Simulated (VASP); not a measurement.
A run of VASP 6.6.1:

Contents of INCAR:

```
SYSTEM = C
PREC = Accurate
ENCUT = 520
EDIFF = 1E-6
ISMEAR = 0
SIGMA = 0.05
LREAL = .False.
LASPH = .True.
NELM = 80
ALGO = Normal
ISIF = 2
LWAVE = .False.
LCHARG = .True.
GGA = PE
LELF = .True.
LVHAR = .True.
NBANDS = 11
```

File KPOINTS:

```
regular mesh
0
Gamma
  12 12 12
  0 0 0
```

POSCAR

```
C
1.0
    0.0000000000      1.7531197231      1.6307519665
    1.7531197231      0.0000000000      1.6307519665
    1.7531197231      1.7531197231      0.0000000000
C
2
Direct
    0.5000000000      0.5000000000      0.5000000000
    0.7500000000      0.7500000000      0.7500000000
```

Potentials or basis: VASP PAW PBE potentials, release 64 (C).

Run with:

```console
$ cat potpaw_PBE.64/C/POTCAR > POTCAR
$ mpirun -np 1 vasp_std > vasp.out
```

Hardware: 1 thread of Intel(R) Xeon(R) 6975P-C (Granite Rapids) (shared host).

Question: How long does it take, and how much memory?

Answer: It took 6.9 s on 1 thread of Intel(R) Xeon(R) 6975P-C (Granite Rapids), with other jobs on the host, peak memory 0.12 GiB. Counts: scf iterations 11, k points 163.
